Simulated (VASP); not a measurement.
Here is a VASP 6.6.1 calculation.

The input POSCAR:

```
HfO2
1.0
    4.7898993623      0.0000000000      0.0000000000
    0.0000000000      4.7898993623      0.0000000000
    0.0000000000      0.0000000000      3.2413605665
Hf O
2 4
Direct
    0.0000000000      0.0000000000      0.0000000000
    0.5000000000      0.5000000000      0.5000000000
    0.3054798702      0.3054798702      0.0000000000
    0.1945201298      0.8054798702      0.5000000000
    0.8054798702      0.1945201298      0.5000000000
    0.6945201298      0.6945201298      0.0000000000
```

INCAR.step1

```
PREC     = Accurate       # precision mode
ENCUT    = 520            # plane-wave cutoff, eV
ISMEAR   = 0              # smearing method
SIGMA    = 0.01           # smearing width, eV
LREAL    = F              # projectors in reciprocal space
LASPH    = T              # aspherical terms in the spheres
NELM     = 80             # most SCF steps
NBANDS   = 31             # bands
GGA      = PE             # functional
ALGO     = Normal         # electronic algorithm
EDIFF    = 1E-4           # SCF threshold, eV
LWAVE    = T              # write WAVECAR
LCHARG   = F              # write CHGCAR
```

File INCAR.step2:

```
PREC     = Accurate       # precision mode
ENCUT    = 520            # plane-wave cutoff, eV
EDIFF    = 1E-7           # SCF threshold, eV
ISMEAR   = 0              # smearing method
SIGMA    = 0.01           # smearing width, eV
LREAL    = F              # projectors in reciprocal space
LASPH    = T              # aspherical terms in the spheres
NELM     = 80             # most SCF steps
ALGO     = Normal         # electronic algorithm
ISIF     = 2              # what is computed and relaxed
LWAVE    = F              # write WAVECAR
LCHARG   = F              # write CHGCAR
METAGGA  = R2SCAN         # meta-GGA
LMIXTAU  = T            
NBANDS   = 31             # bands
ISTART   = 1
```

KPOINTS

```
Automatic mesh
0
Gamma
  6 6 8
```

Potentials or basis: VASP PAW PBE potentials, release 64 (Hf_pv, O).

Command:

```bash
$ cat potpaw_PBE.64/Hf_pv/POTCAR potpaw_PBE.64/O/POTCAR > POTCAR
$ cp INCAR.step1 INCAR
$ mpirun -np 1 vasp_std > vasp.out
$ cp INCAR.step2 INCAR
$ mpirun -np 1 vasp_std > vasp.out
```

Task: Predict the band gap on the k mesh.

Result: 4.55 eV.

Task: What does it give for the pressure?

Result: -0.6 GPa.

Stress tensor (GPa, compression positive):
```
 1.02  0.00  0.00
 0.00  1.02  0.00
 0.00  0.00 -3.82
```

Caveat: the cell differs from its parent crystal (epitaxial xy strain -1.0%); the PAW data sets were made with another functional, which shifts forces and pressure a little; spin-orbit coupling is left out, which moves the levels of the heavy elements. A k mesh can miss the band edges.
